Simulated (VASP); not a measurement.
Crystal: C.

```
C
1.0
     0.00000    1.70976    1.83800
     1.70976    0.00000    1.83800
     1.70976    1.70976    0.00000
C
2
Direct
  0.50000 0.50000 0.50000
  0.75000 0.75000 0.75000
```

This cell differs from its parent crystal: volume 5.373 Å^3 an atom, c/a of the conventional cell 1.0750.

Base run:

| Quantity | Value |
| --- | --- |
| Program | VASP 6.6.1 |
| Functional | LDA |
| Potentials or basis | VASP PAW LDA potentials, release 64 (C_h) |
| Cutoff | 910 eV |
| k mesh | 12 × 12 × 12 |
| Occupations | gaussian, width 0.05 eV |
| Spin | no spin polarisation |

Its results: band gap on the k mesh 3.33 eV, indirect (least direct gap 5.04 eV); pressure 12.8 GPa.

Task: The run is repeated on the same cell with these changes: potentials or basis from VASP PAW LDA potentials, release 64 (C_h) to VASP PAW LDA potentials, release 64 (C); cutoff from 910 eV to 520 eV; further incar settings from ALGO = Normal; EDIFF = 1e-06; NBANDS = 11 to ALGO = Normal; EDIFF = 1e-07; NBANDS = 11. What comes out?

Result: Band gap on the k mesh 3.32 eV, indirect (least direct gap 5.04 eV); pressure 13.8 GPa.

Caveats: the cutoff is under 1.25 times the usual one of these potentials, so pressure, stress and relaxed cells hold a basis-set (Pulay) error (some runs).

A k mesh can miss the band edges.
